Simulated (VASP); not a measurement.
# Sc (P6/mmm) in VASP: a series of runs

Runs on Sc. Level: PBEsol. Tasks: single point, relaxation of cell and atoms.

Program: VASP 6.6.1. These are calculated values, not measurements. Logs are shortened: lines on timing, memory, paths and dates and some standing lists are left out, and cuts for length are marked.

### Step 1. The cell of the first run

The structure is hexagonal, space group P6/mmm (No. 191). Conventional cell: a = 5.054 Å, b = 5.054 Å, c = 3.191 Å, α = 90.00°, β = 90.00°, γ = 120.00°. Sc (site symmetry 6/mmm) has 14 Sc at 3.19 to 3.33 Å within 4.2 Å. Within 3.8 Å of Sc (site symmetry -6m2) lie 11 Sc at 2.92 to 3.33 Å.

### Step 2. Single point, PBEsol

INCAR reads:

```
SYSTEM = Sc
ALGO = Normal ; EDIFF = 1E-7
ENCUT = 520 ; GGA = PS
ISIF = 2 ; ISMEAR = 0
LASPH = .True. ; LCHARG = .False.
LREAL = .False. ; LWAVE = .False.
NBANDS = 24 ; NELM = 100
PREC = Accurate ; SIGMA = 0.1
```

KPOINTS reads:

```
k-points
0
Gamma
  6 6 6
  0 0 0
```

POSCAR reads:

```
Sc
1.0
    5.0538565871      0.0000000000      0.0000000000
   -2.5269282936      4.3767681915      0.0000000000
    0.0000000000      0.0000000000      3.1914976069
Sc
3
Direct
    0.0000000000      0.0000000000      0.0000000000
    0.3333333333      0.6666666667      0.5000000000
    0.6666666667      0.3333333333      0.5000000000
```

Potentials or basis: VASP PAW PBE potentials, release 64 (Sc_sv).

The run is started by

```bash
$ cat potpaw_PBE.64/Sc_sv/POTCAR > POTCAR
$ mpirun -np 1 vasp_std > vasp.out
```

OUTCAR:

```text
SYSTEM = Sc
   EDIFF = 1E-7
   ENCUT = 520
   GGA = PS
   ISIF = 2
   ISMEAR = 0
   LASPH = .True.
   LREAL = .False.
   NELM = 100
   PREC = Accurate

 ion  position               nearest neighbor table
   1  0.000  0.000  0.000-   2 3.33   3 3.33   2 3.33   3 3.33   3 3.33   3 3.33   2 3.33   2 3.33
                             3 3.33   3 3.33   2 3.33   2 3.33
   2  0.333  0.667  0.500-   3 2.92   3 2.92   3 2.92   1 3.33   1 3.33   1 3.33   1 3.33   1 3.33
                             1 3.33
   3  0.667  0.333  0.500-   2 2.92   2 2.92   2 2.92   1 3.33   1 3.33   1 3.33   1 3.33   1 3.33
                             1 3.33

  LATTYP: Found a hexagonal cell.
 ALAT       =     5.0538565871
 C/A-ratio  =     0.6314974618

  Lattice vectors:

 A1 = (   5.0538565871,   0.0000000000,   0.0000000000)
 A2 = (  -2.5269282936,   4.3767681915,   0.0000000000)
 A3 = (   0.0000000000,   0.0000000000,   3.1914976069)

Analysis of symmetry for initial positions (statically):
=====================================================================
 Subroutine PRICEL returns:
 Original cell was already a primitive cell.

 Routine SETGRP: Setting up the symmetry group for a
 hexagonal supercell.

 Subroutine GETGRP returns: Found 24 space group operations
 (whereof 24 operations were pure point group operations)
 out of a pool of 24 trial point group operations.

The static configuration has the point symmetry D_6h.

Analysis of symmetry for dynamics (positions and initial velocities):
=====================================================================
 Subroutine PRICEL returns:
 Original cell was already a primitive cell.

 Routine SETGRP: Setting up the symmetry group for a
 hexagonal supercell.

 Subroutine GETGRP returns: Found 24 space group operations
 (whereof 24 operations were pure point group operations)
 out of a pool of 24 trial point group operations.

The dynamic configuration has the point symmetry D_6h.

 Subroutine INISYM returns: Found 24 space group operations
 (whereof 24 operations are pure point group operations),
 and found     1 'primitive' translations

----------------------------------------------------------------------------------------

                                     Primitive cell

  volume of cell :      70.5945

  direct lattice vectors                    reciprocal lattice vectors
     5.053856587  0.000000000  0.000000000     0.197868693  0.114239543  0.000000000
    -2.526928294  4.376768192  0.000000000     0.000000000  0.228479087  0.000000000
     0.000000000  0.000000000  3.191497607     0.000000000  0.000000000  0.313332524

  length of vectors
     5.053856587  5.053856587  3.191497607     0.228479087  0.228479087  0.313332524

  position of ions in fractional coordinates (direct lattice)
     0.000000000  0.000000000  0.000000000
     0.333333333  0.666666667  0.500000000
     0.666666667  0.333333333  0.500000000

  ion indices of the primitive-cell ions
   primitive index   ion index
                 1           1
                 2           2
                 3           3

----------------------------------------------------------------------------------------

 KPOINTS: k-points

Automatic generation of k-mesh.
 Grid dimensions read from file:
 generate k-points for:    6    6    6

 Generating k-lattice:

  Cartesian coordinates                     Fractional coordinates (reciprocal lattice)
     0.032978116  0.019039924  0.000000000     0.166666667  0.000000000  0.000000000
     0.000000000  0.038079848  0.000000000     0.000000000  0.166666667  0.000000000
     0.000000000  0.000000000  0.052222087     0.000000000  0.000000000  0.166666667

  Length of vectors
     0.038079848  0.038079848  0.052222087

  Shift w.r.t. Gamma in fractional coordinates (k-lattice)
     0.000000000  0.000000000  0.000000000

 Subroutine IBZKPT returns following result:
 ===========================================

 Found     28 irreducible k-points:

 Following reciprocal coordinates:
            Coordinates               Weight
  0.000000  0.000000  0.000000      1.000000
  0.166667  0.000000  0.000000      6.000000
  0.333333  0.000000  0.000000      6.000000
  0.500000  0.000000  0.000000      3.000000
  0.166667  0.166667  0.000000      6.000000
  0.333333  0.166667  0.000000     12.000000
[... 16 lines left out ...]
  0.166667  0.000000  0.500000      6.000000
  0.333333  0.000000  0.500000      6.000000
 [... further k-points ...]
   k-points           NKPTS =     28   k-points in BZ     NKDIM =     28   number of bands    NBANDS=     24
   number of dos      NEDOS =    301   number of ions     NIONS =      3
   total plane-waves  NPLWV =  38400
   dimension x,y,z NGX =    40 NGY =   40 NGZ =   24
   dimension x,y,z NGXF=    80 NGYF=   80 NGZF=   48
   ions per type =               3
   NGX,Y,Z   is equivalent  to a cutoff of  13.16, 13.16, 12.50 a.u.
   NGXF,Y,Z  is equivalent  to a cutoff of  26.32, 26.32, 25.00 a.u.
 SYSTEM =  Sc
   PREC   = accura    normal or accurate (medium, high low for compatibility)
   ISTART =      0    job   : 0-new  1-cont  2-samecut
   ICHARG =      2    charge: 1-file 2-atom 10-const
   ISPIN  =      1    spin polarized calculation?
   LNONCOLLINEAR =      F non collinear calculations
   LSORBIT =      F    spin-orbit coupling
   LASPH  =      T    aspherical Exc in radial PAW
   ENCUT  =  520.0 eV  38.22 Ry    6.18 a.u.   9.40  9.40  5.93*2*pi/ulx,y,z
   NELM   =    100;   NELMIN=  2; NELMDL= -5     # of ELM steps
   EDIFF  = 0.1E-06   stopping-criterion for ELM
   LREAL  =      F    real-space projection
   EDIFFG = 0.1E-05   stopping-criterion for IOM
   NSW    =      0    number of steps for IOM
   IBRION =     -1    ionic relax: 0-MD 1-quasi-New 2-CG
   NFREE  =      0    steps in history (QN), initial steepest desc. (CG)
   ISIF   =      2    stress and relaxation
   ISYM   =      2    0-nonsym 1-usesym 2-fastsym
   POTIM  = 0.5000    time-step for ionic-motion
   TEBEG  =    0.0;   TEEND  =   0.0 temperature during run
   PSTRESS=    0.0 pullay stress
   NELECT =      33.0000    total number of electrons
   NUPDOWN=      -1.0000    fix difference up-down
   EMIN   =  10.00;   EMAX   =-10.00  energy-range for DOS
   EFERMI =   0.00;   METHOD = LEGACY
   ISMEAR =     0;   SIGMA  =   0.10  broadening in eV -4-tet -1-fermi 0-gaus
   EFERMI_NEDOS =   21; number of points for ismear=-14 and -15
   IALGO  =     38    algorithm
   IMIX   =      4    mixing-type and parameters
     AMIX     =   0.40;   BMIX     =  1.00
     AMIX_MAG =   1.60;   BMIX_MAG =  1.00
  volume/ion in A,a.u.               =      23.53       158.80
  Fermi-wavevector in a.u.,A,eV,Ry     =   1.270542  2.400977 21.963584  1.614278
  Thomas-Fermi vector in A             =   2.403524
   LORBIT       =      0    0 simple, 1 ext, 2 COOP (PROOUT), +10 PAW based schemes
   GGA     = PS    functional components
   LHFCALC =     F    Hartree Fock is set to
   AEXX    =    0.0000 exact exchange contribution
   IVDW    =     0    specifies the selected vdW correction
   LEPSILON=     F    determine dielectric tensor
   LRPA    =     F    only Hartree local field effects (RPA)
 non-spin polarized calculation
 Gauss-broadening in eV      SIGMA  =   0.10
  energy-cutoff  :      520.00
  volume of cell :       70.59
 maximum number of plane-waves:      1944
 NGX is ok and might be reduce to    40
   NGX = 19   NGY = 19   NGZ = 11

 number of electron      33.0000006 magnetization

 Free energy of the ion-electron system (eV)
  ---------------------------------------------------
  ext. energy  EPLUGINS =         0.00000000
  ---------------------------------------------------
  free energy    TOTEN  =       -19.65436854 eV

  energy without entropy =      -19.62544494  energy(sigma->0) =      -19.63990674

 E-fermi :   3.8082     XC(G=0): -10.1764

 val. band max:        3.7971372127   @ k =   0.0000   0.0000   0.0000
 cond. band min:       3.8092751940   @ k =   0.1667   0.1667   0.0000
 fundamental gap:      0.0121379813
 Fermi energy:         3.8082062203

 k-point     1 :       0.0000    0.0000    0.0000
  band No.  band energies     occupation
      1     -45.2926      2.00000
      2     -45.2054      2.00000
      3     -45.1624      2.00000
      4     -24.1676      2.00000
      5     -24.1676      2.00000
      6     -24.0250      2.00000
[... 16 lines left out ...]
     23       6.2461      0.00000
     24       6.2730      0.00000

 k-point     2 :       0.1667    0.0000    0.0000
  band No.  band energies     occupation
      1     -45.2840      2.00000
      2     -45.2074      2.00000
      3     -45.1691      2.00000
      4     -24.2042      2.00000
      5     -24.1759      2.00000
      6     -23.9830      2.00000
[... 16 lines left out ...]
     23       5.9684      0.00000
     24       6.1300      0.00000

 k-point     3 :       0.3333    0.0000    0.0000
  band No.  band energies     occupation
      1     -45.2615      2.00000
      2     -45.2136      2.00000
      3     -45.1856      2.00000
      4     -24.2523      2.00000
      5     -24.1440      2.00000
      6     -23.9270      2.00000
[... 16 lines left out ...]
     23       5.9818      0.00000
     24       6.6377      0.00000
[... 514 lines left out ...]
 k-point    23 :       0.1667    0.0000    0.5000
  band No.  band energies     occupation
      1     -45.2415      2.00000
      2     -45.1959      2.00000
      3     -45.1435      2.00000
      4     -24.1556      2.00000
      5     -24.1417      2.00000
      6     -24.1211      2.00000
[... 16 lines left out ...]
     23       7.3903      0.00000
     24       7.5340      0.00000

 k-point    24 :       0.3333    0.0000    0.5000
  band No.  band energies     occupation
      1     -45.2247      2.00000
      2     -45.1959      2.00000
      3     -45.1606      2.00000
      4     -24.1646      2.00000
      5     -24.1587      2.00000
      6     -24.1354      2.00000
[... 16 lines left out ...]
     23       6.8643      0.00000
     24       7.3215      0.00000

 [... further k-points ...]

------------------------ aborting loop because EDIFF is reached ----------------------------------------

  FORCE on cell =-STRESS in cart. coord.  units (eV):
  Direction    XX          YY          ZZ          XY          YZ          ZX
  --------------------------------------------------------------------------------------
  -------------------------------------------------------------------------------------
  Total       -0.0599944     -0.0599944     -0.0287166      0.0000000      0.0000000      0.0000000
  in kB       -1.3616020     -1.3616020     -0.6517373      0.0000000      0.0000000      0.0000000
  external PRESSURE =      -1.1249804 kB  Pullay stress =       0.0000000 kB

 VOLUME and BASIS-vectors are now :
 -----------------------------------------------------------------------------
  energy-cutoff  :      520.00
  volume of cell :       70.59
      direct lattice vectors                 reciprocal lattice vectors
     5.053856587  0.000000000  0.000000000     0.197868693  0.114239543  0.000000000
    -2.526928294  4.376768192  0.000000000     0.000000000  0.228479087  0.000000000
     0.000000000  0.000000000  3.191497607     0.000000000  0.000000000  0.313332524

 POSITION                                       TOTAL-FORCE (eV/Angst)
 -----------------------------------------------------------------------------------
      0.00000      0.00000      0.00000         0.000000     -0.000000     -0.000000
     -0.00000      2.91785      1.59575         0.000000     -0.000000      0.000000
      2.52693      1.45892      1.59575        -0.000000      0.000000     -0.000000
 -----------------------------------------------------------------------------------
    total drift:                                0.000000      0.000000      0.000000

  FREE ENERGIE OF THE ION-ELECTRON SYSTEM (eV)
  ---------------------------------------------------
  free  energy   TOTEN  =       -19.6543685426 eV

  energy  without entropy=      -19.6254449366  energy(sigma->0) =      -19.63990674
```

Run time: 62 s. Hardware: 1 thread of Intel Xeon Platinum 8375C at 2.90GHz (Ice Lake), shared host; peak memory 0.19 GiB.

What came out:

| Quantity | Value |
| --- | --- |
| Free energy | -19.6544 eV |
| Pressure | -0.1 GPa |

Caveat: the PAW data sets were made with another functional, which shifts forces and pressure a little.

### Step 3. Relaxation of cell and atoms, PBEsol

This run uses another cell than the first one, of 29.06 Å³/atom, 1.235 times its volume.

INCAR reads:

```
PREC = Accurate
ENCUT = 600
EDIFF = 1E-6
ISMEAR = 0
SIGMA = 0.1
LREAL = F
LASPH = T
NELM = 100
ALGO = Normal
ISIF = 3
LWAVE = F
LCHARG = F
GGA = PS
IBRION = 2
NSW = 90
EDIFFG = -0.04
```

KPOINTS reads:

```
regular mesh
0
Gamma
  6 6 6
```

POSCAR reads:

```
Sc
1.0
    5.4761195413      0.0000000000      0.0000000000
   -2.7380597707      4.7424586369      0.0000000000
    0.0000000000      0.0000000000      3.3570993710
Sc
3
Direct
    0.0000000000      0.0000000000      0.0000000000
    0.3333333333      0.6666666667      0.5000000000
    0.6666666667      0.3333333333      0.5000000000
```

Potentials or basis: VASP PAW PBE potentials, release 64 (Sc_sv).

The run is started by

```bash
$ cat potpaw_PBE.64/Sc_sv/POTCAR > POTCAR
$ mpirun -np 1 vasp_std > vasp.out
```

Wall time 5.2 min (1 thread of Intel Xeon Platinum 8375C at 2.90GHz (Ice Lake), shared host); peak memory 0.27 GiB.

It converged, with:

```yaml
Free_energy: -19.6567 eV
Relaxed_volume: 23.59 Å³/atom
Relaxed_cell: a = 5.057 Å, b = 5.057 Å, c = 3.196 Å, α = 90.00°, β = 90.00°, γ = 120.00°
Space_group_after_relaxing_to_0.05_Å: P6/mmm (No. 191)
Energy_gained_by_relaxing: 170.8 meV/atom
Ionic_steps: 6
Pressure_after_relaxing: -0.2 GPa
```

The path:
```csv
step,energy change (eV),largest force (eV/Å),pressure (GPa),volume (Å³)
1,0.0000,0.0000,-8.26,87.18
2,-0.5076,0.0000,0.76,69.60
3,-0.5094,0.0000,0.09,70.42
4,-0.5092,0.0000,-0.15,70.73
5,-0.5120,0.0000,-0.18,70.75
6,-0.5125,0.0000,-0.19,70.77
```

Final structure:
```xyz
3
Lattice="5.0568 0.0000 0.0000 -2.5284 4.3793 0.0000 0.0000 0.0000 3.1955" Properties=species:S:1:pos:R:3 pbc="T T T"
Sc    0.0000    0.0000    0.0000
Sc    0.0000    2.9196    1.5978
Sc    2.5284    1.4598    1.5978
```

Levels at points of the mesh, in eV from the Fermi level:
```tsv
k point	band 15	band 16	band 17	band 18	band 19	band 20
(0.00, 0.00, 0.00)	-0.02	-0.02	-0.01	-0.01	0.71	1.67
(0.50, 0.00, 0.00)	-1.65	0.45	0.58	0.64	0.85	1.03
(0.00, 0.00, 0.50)	-0.92	-0.92	-0.56	-0.56	1.70	1.70
(0.50, 0.00, 0.50)	-0.71	-0.29	-0.12	-0.08	0.89	1.32
```

Caveat: the volume moved by over 15 % at a fixed basis, so the end points are rough; the PAW data sets were made with another functional, which shifts forces and pressure a little.

(Continued in part 2 of 2.)
